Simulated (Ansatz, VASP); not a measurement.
**Mg3Zr in VASP and in Ansatz**

```xyz
4
Lattice="4.4422 0.0000 0.0000 0.0000 4.4422 0.0000 0.0000 0.0000 4.4422" Properties=species:S:1:pos:R:3 pbc="T T T"
Mg    2.2211    2.2211    0.0000
Mg    2.2211    0.0000    2.2211
Mg    0.0000    2.2211    2.2211
Zr    0.0000    0.0000    0.0000
```

Alike in both runs: task single point; functional LDA; k mesh 5 × 5 × 5; collinear spin.

```csv
,VASP,Ansatz
version,VASP 6.6.1,Ansatz 0.2.0
potentials or method,"VASP PAW LDA potentials, release 64 (Mg, Zr_sv)","plane waves, PAW"
plane-wave cutoff (eV),520,420
occupations,"methfessel-paxton of order 1, width 0.15 eV","cold, width 0.15 eV"
valence electrons in the cell,18,42
```

```csv
,VASP,Ansatz,Ansatz less VASP
net moment per atom (μB),0.00,0.00,0.000
```

LDA's correlation is that of Perdew and Zunger in VASP and of Perdew and Wang (1992) in Ansatz. VASP's potentials hold 18 valence electrons a cell and Ansatz's 42, so a difference there can come from the potentials and not from the codes. Ansatz's warnings: no starting moments, stability check not made.
